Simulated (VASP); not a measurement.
# Y (I4/mmm) in VASP: further runs

Runs on Y. Level: LDA. Tasks: single point.

Everything below comes from runs of VASP 6.6.1. Logs are shortened: lines on timing, memory, paths and dates and some standing lists are left out, and cuts for length are marked.

## Step 1: The cell of the first run

It takes space group I4/mmm (No. 139, tetragonal). Conventional cell: a = 3.795 Å, b = 3.795 Å, c = 4.572 Å, α = 90.00°, β = 90.00°, γ = 90.00°. Within 4.6 Å of Y (site symmetry 4/mmm) lie 14 Y at 3.53 to 4.57 Å.

## Step 2: Single point, LDA (strain +0.080 along x and y, -0.080 along z)

The input, INCAR:

```
SYSTEM = Y
PREC = Accurate
ENCUT = 520
EDIFF = 1E-6
ISMEAR = 0
SIGMA = 0.15
LREAL = .FALSE.
LASPH = .TRUE.
NELM = 80
ALGO = Normal
ISIF = 2
LWAVE = .FALSE.
LCHARG = .FALSE.
NBANDS = 12
```

The input, KPOINTS:

```
regular mesh
0
G
  16 16 16
  0 0 0
```

The input, POSCAR:

```
Y
1.0
    0.0000000000      2.6838000000      2.2862000000
    2.6838000000      0.0000000000      2.2862000000
    2.6838000000      2.6838000000      0.0000000000
Y
1
Direct
    0.0000000000      0.0000000000      0.0000000000
```

Potentials or basis: VASP PAW LDA potentials, release 64 (Y_sv).

Launch:

```
> cat potpaw_LDA.64/Y_sv/POTCAR > POTCAR
> mpirun -np 1 vasp_std > vasp.out
```

OUTCAR:

```text
SYSTEM = Y
   PREC = Accurate
   ENCUT = 520
   EDIFF = 1E-6
   ISMEAR = 0
   LREAL = .FALSE.
   LASPH = .TRUE.
   NELM = 80
   ISIF = 2

 ion  position               nearest neighbor table
   1  0.000  0.000  0.000-

  LATTYP: Found a body centered tetragonal cell.
 ALAT       =     3.7954663587
 C/A-ratio  =     1.2047004420

  Lattice vectors:

 A1 = (   0.0000000000,  -2.6838000000,  -2.2862000000)
 A2 = (   0.0000000000,   2.6838000000,  -2.2862000000)
 A3 = (   2.6838000000,   0.0000000000,   2.2862000000)

Analysis of symmetry for initial positions (statically):
=====================================================================
 Subroutine PRICEL returns:
 Original cell was already a primitive cell.

 Routine SETGRP: Setting up the symmetry group for a
 body centered tetragonal supercell.

 Subroutine GETGRP returns: Found 16 space group operations
 (whereof 16 operations were pure point group operations)
 out of a pool of 16 trial point group operations.

The static configuration has the point symmetry D_4h.

Analysis of symmetry for dynamics (positions and initial velocities):
=====================================================================
 Subroutine PRICEL returns:
 Original cell was already a primitive cell.

 Routine SETGRP: Setting up the symmetry group for a
 body centered tetragonal supercell.

 Subroutine GETGRP returns: Found 16 space group operations
 (whereof 16 operations were pure point group operations)
 out of a pool of 16 trial point group operations.

The dynamic configuration has the point symmetry D_4h.

 Subroutine INISYM returns: Found 16 space group operations
 (whereof 16 operations are pure point group operations),
 and found     1 'primitive' translations

----------------------------------------------------------------------------------------

                                     Primitive cell

  volume of cell :      32.9340

  direct lattice vectors                    reciprocal lattice vectors
     0.000000000  2.683800000  2.286200000    -0.186303003  0.186303003  0.218703526
     2.683800000  0.000000000  2.286200000     0.186303003 -0.186303003  0.218703526
     2.683800000  2.683800000  0.000000000     0.186303003  0.186303003 -0.218703526

  length of vectors
     3.525548593  3.525548593  3.795466359     0.342416194  0.342416194  0.342416194

  position of ions in fractional coordinates (direct lattice)
     0.000000000  0.000000000  0.000000000

  ion indices of the primitive-cell ions
   primitive index   ion index
                 1           1

----------------------------------------------------------------------------------------

 KPOINTS: regular mesh

Automatic generation of k-mesh.
 Grid dimensions read from file:
 generate k-points for:   16   16   16

 Generating k-lattice:

  Cartesian coordinates                     Fractional coordinates (reciprocal lattice)
    -0.011643938  0.011643938  0.013668970     0.062500000  0.000000000  0.000000000
     0.011643938 -0.011643938  0.013668970     0.000000000  0.062500000  0.000000000
     0.011643938  0.011643938 -0.013668970     0.000000000  0.000000000  0.062500000

  Length of vectors
     0.021401012  0.021401012  0.021401012

  Shift w.r.t. Gamma in fractional coordinates (k-lattice)
     0.000000000  0.000000000  0.000000000

 Subroutine IBZKPT returns following result:
 ===========================================

 Found    349 irreducible k-points:

 Following reciprocal coordinates:
            Coordinates               Weight
  0.000000  0.000000  0.000000      1.000000
  0.062500  0.000000  0.000000      8.000000
  0.125000  0.000000  0.000000      8.000000
  0.187500  0.000000  0.000000      8.000000
  0.250000  0.000000  0.000000      8.000000
  0.312500  0.000000  0.000000      8.000000
[... 16 lines left out ...]
 -0.125000  0.062500  0.000000      8.000000
 -0.062500  0.062500  0.000000      4.000000
 [... further k-points ...]
   k-points           NKPTS =    349   k-points in BZ     NKDIM =    349   number of bands    NBANDS=     12
   number of dos      NEDOS =    301   number of ions     NIONS =      1
   total plane-waves  NPLWV =  21952
   dimension x,y,z NGX =    28 NGY =   28 NGZ =   28
   dimension x,y,z NGXF=    56 NGYF=   56 NGZF=   56
   ions per type =               1
   NGX,Y,Z   is equivalent  to a cutoff of  13.20, 13.20, 12.26 a.u.
   NGXF,Y,Z  is equivalent  to a cutoff of  26.41, 26.41, 24.53 a.u.
 SYSTEM =  Y
   PREC   = accura    normal or accurate (medium, high low for compatibility)
   ISTART =      0    job   : 0-new  1-cont  2-samecut
   ICHARG =      2    charge: 1-file 2-atom 10-const
   ISPIN  =      1    spin polarized calculation?
   LNONCOLLINEAR =      F non collinear calculations
   LSORBIT =      F    spin-orbit coupling
   LASPH  =      T    aspherical Exc in radial PAW
   ENCUT  =  520.0 eV  38.22 Ry    6.18 a.u.   6.56  6.56  7.06*2*pi/ulx,y,z
   NELM   =     80;   NELMIN=  2; NELMDL= -5     # of ELM steps
   EDIFF  = 0.1E-05   stopping-criterion for ELM
   LREAL  =      F    real-space projection
   EDIFFG = 0.1E-04   stopping-criterion for IOM
   NSW    =      0    number of steps for IOM
   IBRION =     -1    ionic relax: 0-MD 1-quasi-New 2-CG
   NFREE  =      0    steps in history (QN), initial steepest desc. (CG)
   ISIF   =      2    stress and relaxation
   ISYM   =      2    0-nonsym 1-usesym 2-fastsym
   POTIM  = 0.5000    time-step for ionic-motion
   TEBEG  =    0.0;   TEEND  =   0.0 temperature during run
   PSTRESS=    0.0 pullay stress
   NELECT =      11.0000    total number of electrons
   NUPDOWN=      -1.0000    fix difference up-down
   EMIN   =  10.00;   EMAX   =-10.00  energy-range for DOS
   EFERMI =   0.00;   METHOD = LEGACY
   ISMEAR =     0;   SIGMA  =   0.15  broadening in eV -4-tet -1-fermi 0-gaus
   EFERMI_NEDOS =   21; number of points for ismear=-14 and -15
   IALGO  =     38    algorithm
   IMIX   =      4    mixing-type and parameters
     AMIX     =   0.40;   BMIX     =  1.00
     AMIX_MAG =   1.60;   BMIX_MAG =  1.00
  volume/ion in A,a.u.               =      32.93       222.25
  Fermi-wavevector in a.u.,A,eV,Ry     =   1.135858  2.146461 17.553889  1.290174
  Thomas-Fermi vector in A             =   2.272563
   LORBIT       =      0    0 simple, 1 ext, 2 COOP (PROOUT), +10 PAW based schemes
   GGA     = CA    functional components
   LHFCALC =     F    Hartree Fock is set to
   AEXX    =    0.0000 exact exchange contribution
   IVDW    =     0    specifies the selected vdW correction
   LEPSILON=     F    determine dielectric tensor
   LRPA    =     F    only Hartree local field effects (RPA)
 non-spin polarized calculation
 Gauss-broadening in eV      SIGMA  =   0.15
  energy-cutoff  :      520.00
  volume of cell :       32.93
 maximum number of plane-waves:       902
 NGX is ok and might be reduce to    28
   NGX = 13   NGY = 13   NGZ = 15

 number of electron      11.0000000 magnetization

 Free energy of the ion-electron system (eV)
  ---------------------------------------------------
  ext. energy  EPLUGINS =         0.00000000
  ---------------------------------------------------
  free energy    TOTEN  =        -6.85437342 eV

  energy without entropy =       -6.83370054  energy(sigma->0) =       -6.84403698

 E-fermi :   2.8930     XC(G=0):  -9.6294

 val. band max:        2.8922371386   @ k =  -0.4375   0.3125   0.2500
 cond. band min:       2.8947015053   @ k =  -0.4375   0.2500   0.1875
 fundamental gap:      0.0024643667
 Fermi energy:         2.8929507318

 k-point     1 :       0.0000    0.0000    0.0000
  band No.  band energies     occupation
      1     -39.6313      2.00000
      2     -19.4548      2.00000
      3     -19.4548      2.00000
      4     -19.4492      2.00000
      5      -1.8536      2.00000
      6       4.3272      0.00000
      7       4.3272      0.00000
      8       5.4591      0.00000
      9       5.5895      0.00000
     10       7.0367      0.00000
     11      12.1622      0.00000
     12      14.1278      0.00000

 k-point     2 :       0.0625    0.0000    0.0000
  band No.  band energies     occupation
      1     -39.6288      2.00000
      2     -19.4753      2.00000
      3     -19.4599      2.00000
      4     -19.4520      2.00000
      5      -1.7554      2.00000
      6       4.2947      0.00000
      7       4.3629      0.00000
      8       5.4187      0.00000
      9       5.5735      0.00000
     10       6.9715      0.00000
     11      12.3804      0.00000
     12      14.1286      0.00000

 k-point     3 :       0.1250    0.0000    0.0000
  band No.  band energies     occupation
      1     -39.6218      2.00000
      2     -19.5389      2.00000
      3     -19.4745      2.00000
      4     -19.4541      2.00000
      5      -1.4703      2.00000
      6       4.1576      0.00000
      7       4.4187      0.00000
      8       5.3751      0.00000
      9       5.5944      0.00000
     10       6.8222      0.00000
     11      12.9056      0.00000
     12      13.9284      0.00000
[... 286 lines left out ...]
 k-point    23 :      -0.1250    0.0625    0.0000
  band No.  band energies     occupation
      1     -39.6181      2.00000
      2     -19.5559      2.00000
      3     -19.4778      2.00000
      4     -19.4774      2.00000
      5      -1.3081      2.00000
      6       4.0272      0.00000
      7       4.5390      0.00000
      8       5.3808      0.00000
      9       5.4539      0.00000
     10       6.7999      0.00000
     11      13.2187      0.00000
     12      13.9756      0.00000

 k-point    24 :      -0.0625    0.0625    0.0000
  band No.  band energies     occupation
      1     -39.6257      2.00000
      2     -19.4943      2.00000
      3     -19.4662      2.00000
      4     -19.4640      2.00000
      5      -1.6226      2.00000
      6       4.1849      0.00000
      7       4.4396      0.00000
      8       5.4482      0.00000
      9       5.5066      0.00000
     10       6.8770      0.00000
     11      12.6480      0.00000
     12      14.0611      0.00000

 [... further k-points ...]

------------------------ aborting loop because EDIFF is reached ----------------------------------------

  FORCE on cell =-STRESS in cart. coord.  units (eV):
  Direction    XX          YY          ZZ          XY          YZ          ZX
  --------------------------------------------------------------------------------------
  -------------------------------------------------------------------------------------
  Total       -1.1025864     -1.1025864     -0.4375353      0.0000000      0.0000000     -0.0000000
  in kB      -53.6387556    -53.6387556    -21.2852695      0.0000000      0.0000000     -0.0000000
  external PRESSURE =     -42.8542603 kB  Pullay stress =       0.0000000 kB

 VOLUME and BASIS-vectors are now :
 -----------------------------------------------------------------------------
  energy-cutoff  :      520.00
  volume of cell :       32.93
      direct lattice vectors                 reciprocal lattice vectors
     0.000000000  2.683800000  2.286200000    -0.186303003  0.186303003  0.218703526
     2.683800000  0.000000000  2.286200000     0.186303003 -0.186303003  0.218703526
     2.683800000  2.683800000  0.000000000     0.186303003  0.186303003 -0.218703526

 POSITION                                       TOTAL-FORCE (eV/Angst)
 -----------------------------------------------------------------------------------
      0.00000      0.00000      0.00000         0.000000      0.000000      0.000000
 -----------------------------------------------------------------------------------
    total drift:                               -0.000000     -0.000000     -0.000000

  FREE ENERGIE OF THE ION-ELECTRON SYSTEM (eV)
  ---------------------------------------------------
  free  energy   TOTEN  =        -6.8543734189 eV

  energy  without entropy=       -6.8337005383  energy(sigma->0) =       -6.84403698
```

Run time: 1.9 min. Hardware: 1 thread of Intel Xeon Platinum 8259CL at 2.50GHz (Skylake/Cascade Lake), shared host; peak memory 0.27 GiB.

Results:

| Property | Result |
| --- | --- |
| Free energy | -6.8544 eV |
| Pressure | -4.3 GPa |
| Band gap on the k mesh | zero (an odd number of electrons rules out a gap without spin polarisation) |

Levels at points of the mesh, in eV from the Fermi level:
```
           k point  band 2  band 3  band 4  band 5  band 6  band 7  band 8  band 9
(0.00, 0.00, 0.00)  -22.35  -22.35  -22.34   -4.75    1.43    1.43    2.57    2.70
(0.50, 0.00, 0.00)  -22.91  -22.48  -22.36   -2.00    0.69    0.82    2.38    4.58
(0.50, 0.50, 0.00)  -22.84  -22.64  -22.64   -1.59   -1.15    3.49    5.08    5.45
(0.50, 0.00, 0.50)  -22.88  -22.56  -22.43   -1.84   -0.62    1.47    4.67    4.84
```

Caveat: the cell differs from its parent crystal (strain +0.080 along x and y, -0.080 along z); the cell stands under tension.

(Continued in part 2 of 2.)
